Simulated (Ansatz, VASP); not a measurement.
**Two plane-wave programs on AgP4**

```xyz
10
Lattice="5.4132 0.0000 0.0000 2.7066 -5.6746 0.0000 2.0902 0.0000 -5.5492" Properties=species:S:1:pos:R:3 pbc="T T T"
Ag    4.2743   -4.7503   -4.1619
Ag    5.9358   -0.9243   -1.3873
P     4.9220   -4.7171   -1.6987
P     6.9496   -4.7171   -1.0759
P     5.2881   -0.9574   -3.8505
P     3.2605   -0.9574   -4.4732
P     5.9389   -2.9333   -4.4781
P     8.0229   -2.9333   -3.8457
P     4.2712   -2.7413   -1.0711
P     2.1872   -2.7413   -1.7035
```

Alike in both runs: functional PBE; k mesh 4 × 4 × 3; no spin polarisation.

Ansatz relaxed the structure, and its values are those at the end. VASP's run is a single point on that final structure, the one shown.

|  | VASP | Ansatz |
| --- | --- | --- |
| version | VASP 6.6.1 | Ansatz 0.2.0 |
| potentials or method | VASP PAW PBE potentials, release 64 (Ag, P), cutoff 520 eV | PAW plane waves |
| occupations | fermi-dirac, width 0.1 eV | fermi-dirac |
| valence electrons in the cell | 62 | 78 |

```csv
,VASP,Ansatz,Ansatz less VASP
pressure (GPa),11.1,11.4,+0.30
rms of the force components (eV/Å),0.030,0.001,-0.0288
```

VASP's potentials hold 62 valence electrons a cell and Ansatz's 78, so a difference there can come from the potentials and not from the codes. Ansatz's warnings: stress scf threshold loose.

The k mesh is coarse, so the values compare programs but aren't converged.
